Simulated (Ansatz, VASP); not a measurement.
## LiH: VASP beside Ansatz

INCAR

```
SYSTEM = LiH
PREC = Accurate
ENCUT = 520
EDIFF = 1E-7
ISMEAR = 0
SIGMA = 0.05
LREAL = .False.
LASPH = .True.
NELM = 80
ALGO = Normal
ISIF = 2
LWAVE = .False.
LCHARG = .True.
GGA = PE
LELF = .True.
LVHAR = .True.
NBANDS = 9
```

Contents of KPOINTS:

```
regular mesh
0
Gamma
  10 10 10
  0 0 0
```

POSCAR

```
LiH
1.0
    0.0000000000      2.0325000000      2.0325000000
    2.0325000000      0.0000000000      2.0325000000
    2.0325000000      2.0325000000      0.0000000000
Li H
1 1
Direct
   -0.0173950008      0.0000000000      0.0000000000
    0.5000000000      0.5000000000      0.5000000000
```

Input for Ansatz:

```yaml
crystal:
  lattice:
    - [0.0, 2.0325, 2.0325]
    - [2.0325, 0.0, 2.0325]
    - [2.0325, 2.0325, 0.0]
  atoms:
    - { symbol: Li, position: [-0.0173950008, 0.0, 0.0] }
    - { symbol: H, position: [0.5, 0.5, 0.5] }
basis:
  ecutwfc: 420
kpoints:
  mp_grid: { grid: [10, 10, 10] }
hamiltonian:
  xc: pbe
scf:
  occupations: { method: gaussian, width: 0.05 }
output:
  forces: true
  stress: true
  eigenvalues: true
```

Change from the starting cell: all Li atoms moved +0.050 Å, as atom 1 towards its neighbour atom 1 (Li) at 2.874 Å.

Alike in both runs: task single point; functional PBE; k mesh 10 × 10 × 10; occupations gaussian, width 0.05 eV; no spin polarisation.

|  | VASP | Ansatz |
| --- | --- | --- |
| version | VASP 6.6.1 | Ansatz 0.2.0 |
| potentials or method | VASP PAW PBE potentials, release 64 (Li_sv, H), cutoff 520 eV | scalar-relativistic, plane waves, PAW |
| valence electrons in the cell | 4 | 4 |

|  | VASP | Ansatz | Ansatz less VASP |
| --- | --- | --- | --- |
| gap on the k mesh at the Fermi level (eV) | 3.01 | 3.02 | +0.007 |
| least direct gap on the mesh (eV) | 3.01 | 3.02 | +0.007 |
| rms of the force components (eV/Å) | 0.027 | 0.028 | +0.0001 |

Atom by atom the forces differ by 0.000 eV/Å (rms over components). With one functional, cell and mesh, what is left measures potentials, basis and numerics.

Noted on VASP's run: the cutoff is short for stress, so the pressure is rough.
